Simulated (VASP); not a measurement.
Input of a VASP 6.6.1 run:

The input INCAR:

```
SYSTEM = Si3N4
PREC     = Accurate       ! precision mode
ENCUT    = 520            ! plane-wave cutoff, eV
EDIFF    = 1E-6           ! SCF threshold, eV
ISMEAR   = 0              ! smearing method
SIGMA    = 0.02           ! smearing width, eV
LREAL    = .FALSE.        ! projectors in reciprocal space
LASPH    = .TRUE.         ! aspherical terms in the spheres
NELM     = 80             ! most SCF steps
ALGO     = Normal         ! electronic algorithm
ISIF     = 2              ! what is computed and relaxed
LWAVE    = .FALSE.        ! write WAVECAR
LCHARG   = .FALSE.        ! write CHGCAR
GGA      = PS             ! functional
IBRION   = 2              ! ionic algorithm
NSW      = 50             ! ionic steps
EDIFFG   = -0.01          ! ionic threshold
```

The input KPOINTS:

```
regular mesh
0
G
  6 6 6
  0 0 0
```

POSCAR

```
Si3N4
1.0
   -3.0928996896      3.0928996896      3.0928996896
    3.0928996896     -3.0928996896      3.0928996896
    3.0928996896      3.0928996896     -3.0928996896
Si N
6 8
Direct
    0.2500000000      0.1250000000      0.8750000000
    0.8750000000      0.2500000000      0.1250000000
    0.7500000000      0.3750000000      0.6250000000
    0.6250000000      0.7500000000      0.3750000000
    0.1250000000      0.8750000000      0.2500000000
    0.3750000000      0.6250000000      0.7500000000
    0.5500448044      0.5500448044      0.5500448044
    0.4499551956      0.5000000000      0.0000000000
    0.5000000000      0.0000000000      0.9499551956
    0.0000000000      0.4499551956      0.5000000000
    0.9499551956      0.5000000000      0.0000000000
    0.0500448044      0.0500448044      0.0500448044
    0.0000000000      0.9499551956      0.5000000000
    0.5000000000      0.0000000000      0.4499551956
```

Potentials or basis: VASP PAW PBE potentials, release 64 (Si, N).

Command:

```bash
$ cat potpaw_PBE.64/Si/POTCAR potpaw_PBE.64/N/POTCAR > POTCAR
$ mpirun -np 1 vasp_std > vasp.out
```

(1) What does it give for the band gap on the k mesh?

(2) What does it give for the energy gained by relaxing?

Results:

(1) 3.94 eV (least direct gap 4.09 eV).

(2) 1.4 meV/atom.
